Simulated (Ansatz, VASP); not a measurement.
## Two plane-wave programs on MgS

```
Mg S
1.0
     0.00000    2.53726    2.60152
     2.53726    0.00000    2.60152
     2.53726    2.53726    0.00000
Mg S
1 1
Direct
  0.00000 0.00000 0.00000
  0.50000 0.50000 0.50000
```

Change from the starting cell: biaxial_xy strain -2.5%.

Alike in both runs: task single point; functional PBE; k mesh 8 × 8 × 8; occupations fermi-dirac, width 0.02 eV; no spin polarisation.

|  | VASP | Ansatz |
| --- | --- | --- |
| version | VASP 6.6.1 | Ansatz 0.2.0 |
| potentials or method | VASP PAW PBE potentials, release 64 (Mg, S) | plane waves, PAW |
| plane-wave cutoff (eV) | 520 | 420 |
| valence electrons in the cell | 8 | 16 |

```csv
,VASP,Ansatz,Ansatz less VASP
gap on the k mesh at the Fermi level (eV),2.77,2.79,+0.011
pressure (GPa),5.3,5.6,+0.32
"traceless stress, the component that is largest in VASP (GPa)",-2.22,-2.23,-0.007
```

VASP's potentials hold 8 valence electrons a cell and Ansatz's 16, so a difference there can come from the potentials and not from the codes.
